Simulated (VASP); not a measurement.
# CsRe (F-43m) in VASP: relaxation of cell and atoms with PBE

Aim: the relaxation of cell and atoms of CsRe with PBE.

Program: VASP 6.6.1. These are calculated values, not measurements. Logs are shortened: lines on timing, memory, paths and dates and some standing lists are left out, and cuts for length are marked.

## Step 1: The cell of the first run

The structure is cubic, space group F-43m (No. 216). The conventional cell has a = 6.347 Å, b = 6.347 Å, c = 6.347 Å, α = 90.00°, β = 90.00°, γ = 90.00°. Cs (site symmetry -43m) has 4 Re at 2.75 Å within 3.6 Å. Re (site symmetry -43m) has 4 Cs at 2.75 Å within 3.6 Å.

The cell was generated, and may not be a known phase.

## Step 2: Relaxation of cell and atoms, PBE

INCAR reads:

```
PREC = Accurate
ENCUT = 500
EDIFF = 1E-7
ISMEAR = 0
SIGMA = 0.1
LREAL = False
LASPH = True
NELM = 120
ALGO = Normal
ISIF = 3
LWAVE = False
LCHARG = False
GGA = PE
IBRION = 2
NSW = 100
EDIFFG = -0.01
GGA_COMPAT = False
NELMIN = 4
```

KPOINTS reads:

```
regular mesh
0
Gamma
  16 16 16
```

POSCAR reads:

```
CsRe
1.0
    0.0000000000      3.1736828100      3.1736828100
    3.1736828100      0.0000000000      3.1736828100
    3.1736828100      3.1736828100      0.0000000000
Cs Re
1 1
Direct
    0.7500000000      0.7500000000      0.7500000000
    0.0000000000      0.0000000000      0.0000000000
```

Potentials or basis: VASP PAW PBE potentials, release 64 (Cs_sv, Re_sv_GW).

The run is started by

```bash
cat potpaw_PBE.64/Cs_sv/POTCAR potpaw_PBE.64/Re_sv_GW/POTCAR > POTCAR
mpirun -np 1 vasp_std > vasp.out
```

OUTCAR:

```text
PREC = Accurate
   ENCUT = 500
   EDIFF = 1E-7
   ISMEAR = 0
   LREAL = False
   LASPH = True
   NELM = 120
   ISIF = 3
   GGA = PE
   IBRION = 2
   NSW = 100
   EDIFFG = -0.01
   NELMIN = 4

 ion  position               nearest neighbor table
   1  0.750  0.750  0.750-   2 2.75   2 2.75   2 2.75   2 2.75
   2  0.000  0.000  0.000-   1 2.75   1 2.75   1 2.75   1 2.75

  LATTYP: Found a face centered cubic cell.
 ALAT       =     6.3473656200

  Lattice vectors:

 A1 = (   0.0000000000,   3.1736828100,   3.1736828100)
 A2 = (   3.1736828100,   0.0000000000,   3.1736828100)
 A3 = (   3.1736828100,   3.1736828100,   0.0000000000)

Analysis of symmetry for initial positions (statically):
=====================================================================
 Subroutine PRICEL returns:
 Original cell was already a primitive cell.

 Routine SETGRP: Setting up the symmetry group for a
 face centered cubic supercell.

 Subroutine GETGRP returns: Found 24 space group operations
 (whereof 24 operations were pure point group operations)
 out of a pool of 48 trial point group operations.

The static configuration has the point symmetry T_d .

Analysis of symmetry for dynamics (positions and initial velocities):
=====================================================================
 Subroutine PRICEL returns:
 Original cell was already a primitive cell.

 Routine SETGRP: Setting up the symmetry group for a
 face centered cubic supercell.

 Subroutine GETGRP returns: Found 24 space group operations
 (whereof 24 operations were pure point group operations)
 out of a pool of 48 trial point group operations.

The dynamic configuration has the point symmetry T_d .

 Subroutine INISYM returns: Found 24 space group operations
 (whereof 24 operations are pure point group operations),
 and found     1 'primitive' translations

----------------------------------------------------------------------------------------

                                     Primitive cell

  volume of cell :      63.9323

  direct lattice vectors                    reciprocal lattice vectors
     0.000000000  3.173682810  3.173682810    -0.157545675  0.157545675  0.157545675
     3.173682810  0.000000000  3.173682810     0.157545675 -0.157545675  0.157545675
     3.173682810  3.173682810  0.000000000     0.157545675  0.157545675 -0.157545675

  length of vectors
     4.488265273  4.488265273  4.488265273     0.272877113  0.272877113  0.272877113

  position of ions in fractional coordinates (direct lattice)
     0.750000000  0.750000000  0.750000000
     0.000000000  0.000000000  0.000000000

  ion indices of the primitive-cell ions
   primitive index   ion index
                 1           1
                 2           2

----------------------------------------------------------------------------------------

 KPOINTS: regular mesh

Automatic generation of k-mesh.
 Grid dimensions read from file:
 generate k-points for:   16   16   16

 Generating k-lattice:

  Cartesian coordinates                     Fractional coordinates (reciprocal lattice)
    -0.009846605  0.009846605  0.009846605     0.062500000  0.000000000  0.000000000
     0.009846605 -0.009846605  0.009846605     0.000000000  0.062500000  0.000000000
     0.009846605  0.009846605 -0.009846605     0.000000000  0.000000000  0.062500000

  Length of vectors
     0.017054820  0.017054820  0.017054820

  Shift w.r.t. Gamma in fractional coordinates (k-lattice)
     0.000000000  0.000000000  0.000000000

 Subroutine IBZKPT returns following result:
 ===========================================

 Found    145 irreducible k-points:

 Following reciprocal coordinates:
            Coordinates               Weight
  0.000000  0.000000  0.000000      1.000000
  0.062500  0.000000  0.000000      8.000000
  0.125000  0.000000  0.000000      8.000000
  0.187500  0.000000  0.000000      8.000000
  0.250000  0.000000  0.000000      8.000000
  0.312500  0.000000  0.000000      8.000000
[... 16 lines left out ...]
 -0.125000  0.062500  0.000000     24.000000
 -0.062500  0.062500  0.000000     12.000000
 [... further k-points ...]
   k-points           NKPTS =    145   k-points in BZ     NKDIM =    145   number of bands    NBANDS=     16
   number of dos      NEDOS =    301   number of ions     NIONS =      2
   total plane-waves  NPLWV =  46656
   dimension x,y,z NGX =    36 NGY =   36 NGZ =   36
   dimension x,y,z NGXF=    72 NGYF=   72 NGZF=   72
   ions per type =               1   1
   NGX,Y,Z   is equivalent  to a cutoff of  13.33, 13.33, 13.33 a.u.
   NGXF,Y,Z  is equivalent  to a cutoff of  26.67, 26.67, 26.67 a.u.
 SYSTEM =  unknown system
   PREC   = accura    normal or accurate (medium, high low for compatibility)
   ISTART =      0    job   : 0-new  1-cont  2-samecut
   ICHARG =      2    charge: 1-file 2-atom 10-const
   ISPIN  =      1    spin polarized calculation?
   LNONCOLLINEAR =      F non collinear calculations
   LSORBIT =      F    spin-orbit coupling
   LASPH  =      T    aspherical Exc in radial PAW
   ENCUT  =  500.0 eV  36.75 Ry    6.06 a.u.   8.18  8.18  8.18*2*pi/ulx,y,z
   NELM   =    120;   NELMIN=  4; NELMDL= -5     # of ELM steps
   EDIFF  = 0.1E-06   stopping-criterion for ELM
   LREAL  =      F    real-space projection
   EDIFFG = -.1E-01   stopping-criterion for IOM
   NSW    =    100    number of steps for IOM
   IBRION =      2    ionic relax: 0-MD 1-quasi-New 2-CG
   NFREE  =      1    steps in history (QN), initial steepest desc. (CG)
   ISIF   =      3    stress and relaxation
   ISYM   =      2    0-nonsym 1-usesym 2-fastsym
   POTIM  = 0.5000    time-step for ionic-motion
   TEBEG  =    0.0;   TEEND  =   0.0 temperature during run
   PSTRESS=    0.0 pullay stress
   NELECT =      24.0000    total number of electrons
   NUPDOWN=      -1.0000    fix difference up-down
   EMIN   =  10.00;   EMAX   =-10.00  energy-range for DOS
   EFERMI =   0.00;   METHOD = LEGACY
   ISMEAR =     0;   SIGMA  =   0.10  broadening in eV -4-tet -1-fermi 0-gaus
   EFERMI_NEDOS =   21; number of points for ismear=-14 and -15
   IALGO  =     38    algorithm
   IMIX   =      4    mixing-type and parameters
     AMIX     =   0.40;   BMIX     =  1.00
     AMIX_MAG =   1.60;   BMIX_MAG =  1.00
  volume/ion in A,a.u.               =      31.97       215.72
  Fermi-wavevector in a.u.,A,eV,Ry     =   1.180969  2.231707 18.975870  1.394687
  Thomas-Fermi vector in A             =   2.317251
   LORBIT       =      0    0 simple, 1 ext, 2 COOP (PROOUT), +10 PAW based schemes
   GGA     = PE    functional components
   LHFCALC =     F    Hartree Fock is set to
   AEXX    =    0.0000 exact exchange contribution
   IVDW    =     0    specifies the selected vdW correction
   LEPSILON=     F    determine dielectric tensor
   LRPA    =     F    only Hartree local field effects (RPA)
 conjugate gradient relaxation of ions
 non-spin polarized calculation
 Gauss-broadening in eV      SIGMA  =   0.10
  energy-cutoff  :      500.00
  volume of cell :       63.93
 maximum number of plane-waves:      1639
 NGX is ok and might be reduce to    36
   NGX = 17   NGY = 17   NGZ = 17

--------------------------------------- Ionic step        1  -------------------------------------------

 number of electron      23.9999997 magnetization

 Free energy of the ion-electron system (eV)
  ---------------------------------------------------
  ext. energy  EPLUGINS =         0.00000000
  ---------------------------------------------------
  free energy    TOTEN  =        -6.44590034 eV

  energy without entropy =       -6.40423579  energy(sigma->0) =       -6.42506806

------------------------ aborting loop because EDIFF is reached ----------------------------------------

  FORCE on cell =-STRESS in cart. coord.  units (eV):
  Direction    XX          YY          ZZ          XY          YZ          ZX
  --------------------------------------------------------------------------------------
  -------------------------------------------------------------------------------------
  Total        0.1285801      0.1285801      0.1285801     -0.0000000     -0.0000000     -0.0000000
  in kB        3.2222833      3.2222833      3.2222833     -0.0000000     -0.0000000     -0.0000000
  external PRESSURE =       3.2222833 kB  Pullay stress =       0.0000000 kB

 VOLUME and BASIS-vectors are now :
 -----------------------------------------------------------------------------
  energy-cutoff  :      500.00
  volume of cell :       63.93
      direct lattice vectors                 reciprocal lattice vectors
     0.000000000  3.173682810  3.173682810    -0.157545675  0.157545675  0.157545675
     3.173682810  0.000000000  3.173682810     0.157545675 -0.157545675  0.157545675
     3.173682810  3.173682810  0.000000000     0.157545675  0.157545675 -0.157545675
[... 37 lines left out ...]
 POSITION                                       TOTAL-FORCE (eV/Angst)
 -----------------------------------------------------------------------------------
      4.77529      4.77529      4.77529        -0.000000     -0.000000     -0.000000
      6.36705      6.36705      6.36705         0.000000      0.000000      0.000000
 -----------------------------------------------------------------------------------
    total drift:                               -0.000000     -0.000000     -0.000000

  FREE ENERGIE OF THE ION-ELECTRON SYSTEM (eV)
  ---------------------------------------------------
  free  energy   TOTEN  =        -6.4467185880 eV

  energy  without entropy=       -6.4045145936  energy(sigma->0) =       -6.42561659

--------------------------------------- Ionic step        3  -------------------------------------------

 number of electron      23.9999997 magnetization

 Free energy of the ion-electron system (eV)
  ---------------------------------------------------
  ext. energy  EPLUGINS =         0.00000000
  ---------------------------------------------------
  free energy    TOTEN  =        -6.44685988 eV

  energy without entropy =       -6.40438478  energy(sigma->0) =       -6.42562233

 E-fermi :   3.9060     XC(G=0):  -9.5769

 val. band max:        3.9047511160   @ k =  -0.4375   0.3125   0.0000
 cond. band min:       3.9069384813   @ k =  -0.3750   0.1875   0.0625
 fundamental gap:      0.0021873653
 Fermi energy:         3.9059720167

 k-point     1 :       0.0000    0.0000    0.0000
  band No.  band energies     occupation
      1     -75.3064      2.00000
      2     -37.2684      2.00000
      3     -37.2684      2.00000
      4     -37.2684      2.00000
      5     -18.6143      2.00000
      6      -5.6097      2.00000
[... 8 lines left out ...]
     15       7.3530      0.00000
     16       7.3530      0.00000
[... 419 lines left out ...]
 k-point    24 :      -0.0625    0.0625    0.0000
  band No.  band energies     occupation
      1     -75.3063      2.00000
      2     -37.2686      2.00000
      3     -37.2685      2.00000
      4     -37.2684      2.00000
      5     -18.6019      2.00000
      6      -5.6830      2.00000
[... 8 lines left out ...]
     15       7.0234      0.00000
     16       7.4062      0.00000

 [... further k-points ...]
[... 5 lines left out ...]
  --------------------------------------------------------------------------------------
  -------------------------------------------------------------------------------------
  Total        0.0022241      0.0022241      0.0022241      0.0000000      0.0000000      0.0000000
  in kB        0.0549233      0.0549233      0.0549233      0.0000000      0.0000000      0.0000000
  external PRESSURE =       0.0549233 kB  Pullay stress =       0.0000000 kB

 VOLUME and BASIS-vectors are now :
 -----------------------------------------------------------------------------
  energy-cutoff  :      500.00
  volume of cell :       64.88
      direct lattice vectors                 reciprocal lattice vectors
    -0.000000000  3.189283191  3.189283191    -0.156775040  0.156775040  0.156775040
     3.189283191  0.000000000  3.189283191     0.156775040 -0.156775040  0.156775040
     3.189283191  3.189283191 -0.000000000     0.156775040  0.156775040 -0.156775040

 POSITION                                       TOTAL-FORCE (eV/Angst)
 -----------------------------------------------------------------------------------
      4.78392      4.78392      4.78392        -0.000000     -0.000000     -0.000000
      0.00000      0.00000      0.00000         0.000000      0.000000      0.000000
 -----------------------------------------------------------------------------------
    total drift:                               -0.000000     -0.000000     -0.000000

  FREE ENERGIE OF THE ION-ELECTRON SYSTEM (eV)
  ---------------------------------------------------
  free  energy   TOTEN  =        -6.4468598840 eV

  energy  without entropy=       -6.4043847760  energy(sigma->0) =       -6.42562233

 reached required accuracy - stopping structural energy minimisation
```

It took 5.2 min on 1 thread of AMD EPYC 9R45 (Zen 5), shared host; peak memory 0.3 GiB.

Results:

| Quantity | Value |
| --- | --- |
| Free energy | -6.4469 eV |
| Relaxed volume | 32.44 Å³/atom |
| Relaxed cell | a = 4.510 Å, b = 4.510 Å, c = 4.510 Å, α = 60.00°, β = 60.00°, γ = 60.00° |
| Space group after relaxing (to 0.1 Å) | F-43m (No. 216) |
| Energy gained by relaxing | 0.5 meV/atom |
| Ionic steps | 3 |
| Pressure after relaxing | 0.0 GPa |
| Band gap on the k mesh | zero (bands 12 and 13 overlap by 1.13 eV) |

Step by step:
| step | energy change (eV) | largest force (eV/Å) | pressure (GPa) | volume (Å³) |
| --- | --- | --- | --- | --- |
| 1 | 0.0000 | 0.0000 | 0.32 | 63.93 |
| 2 | -0.0008 | 0.0000 | 0.12 | 64.53 |
| 3 | -0.0010 | 0.0000 | 0.01 | 64.88 |

Final structure:
```yaml
crystal:
  lattice:
    - [0.00000, 3.18928, 3.18928]
    - [3.18928, 0.00000, 3.18928]
    - [3.18928, 3.18928, 0.00000]
  atoms:
    - { symbol: Cs, position: [0.75000, 0.75000, 0.75000] }
    - { symbol: Re, position: [0.00000, 0.00000, 0.00000] }
```

Caveat: spin-orbit coupling is left out, which moves the levels of the heavy elements.
